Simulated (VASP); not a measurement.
A run of VASP 6.6.1 is set up as follows.

INCAR

```
SYSTEM = Mo2Ru3
ALGO = Fast ; EDIFF = 1E-6
ENCUT = 520 ; GGA = PE
ISIF = 2 ; ISMEAR = 0
LASPH = .TRUE. ; LCHARG = .TRUE.
LELF = .TRUE. ; LREAL = .FALSE.
LVHAR = .TRUE. ; LWAVE = .FALSE.
NBANDS = 81 ; NELM = 100
PREC = Accurate ; SIGMA = 0.2
```

Contents of KPOINTS:

```
k-points
0
G
  12 12 1
  0 0 0
```

File POSCAR:

```
Mo2Ru3
1.0
    2.7639925049      0.0000095921      0.0000001294
   -1.3819879021      2.3937470894      0.0000021287
   -0.0001682019     -0.0000611000     22.0314439470
Mo Ru
4 6
Direct
    0.3333386962      0.6666860536      0.6486378099
    0.3333410579      0.6666761889      0.8513624341
    0.6666747124      0.3333280908      0.1486372136
    0.6666720580      0.3333360047      0.3513625342
    0.3333347921      0.6666649686      0.0498048608
    0.3333107435      0.6666527207      0.2500017213
    0.3333497245      0.6666773820      0.4501971717
    0.6666601567      0.3333174201      0.7499982395
    0.6666538674      0.3333251044      0.9501952476
    0.6666641915      0.3333360662      0.5498027672
```

Potentials or basis: VASP PAW PBE potentials, release 64 (Mo_sv, Ru_pv).

Launch:

```console
$ cat potpaw_PBE.64/Mo_sv/POTCAR potpaw_PBE.64/Ru_pv/POTCAR > POTCAR
$ mpirun -np 1 vasp_std > vasp.out
```

**Question.** Estimate the band gap on the k mesh.

**Answer.** Zero (bands 70 and 71 overlap by 2.30 eV).

**Question.** Estimate the pressure.

**Answer.** 0.2 GPa.

**Question.** What does it give for the largest force?

**Answer.** 0.015 eV/Å.

Forces in eV/Å, atoms in the order of the input:
```
Mo   0.000  0.000  0.003
Mo   0.000  0.000 -0.003
Mo   0.000  0.000  0.003
Mo   0.000  0.000 -0.003
Ru   0.000  0.000 -0.015
Ru   0.000  0.000  0.000
Ru   0.000  0.000  0.015
Ru   0.000  0.000  0.000
Ru   0.000  0.000  0.015
Ru   0.000  0.000 -0.015
```
